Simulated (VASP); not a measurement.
Crystal: SiO2.

```
Si O
1.0
     4.01778    0.00000    0.00000
     0.00000    4.01778    0.00000
     0.00000    0.00000    2.56209
Si O
2 4
Direct
  0.00000 0.00000 0.00000
  0.50000 0.50000 0.50000
  0.30245 0.30245 0.00000
  0.19755 0.80245 0.50000
  0.80245 0.19755 0.50000
  0.69755 0.69755 0.00000
```

This cell differs from its parent crystal: strain -4.0%.

Base run:

```yaml
Program: VASP 6.6.1
Functional: r2SCAN
Potentials_or_basis: VASP PAW PBE potentials, release 64 (Si, O)
Cutoff: 520 eV
k_mesh: 6 × 6 × 10
Occupations: gaussian, width 0.01 eV
Spin: no spin polarisation
```

Its results: band gap on the k mesh 8.14 eV; pressure 51.4 GPa; largest force 0.024 eV/Å.

The run is repeated on the same cell with these changes: functional from r2SCAN to HSE06; k mesh from 6 × 6 × 10 to 4 × 4 × 6. What comes out?

Band gap on the k mesh 9.21 eV; pressure 48.3 GPa; largest force 0.029 eV/Å.

Several settings changed at once.

Caveats: the cell stands under pressure; the PAW data sets were made with another functional, which shifts forces and pressure a little.

A k mesh can miss the band edges.
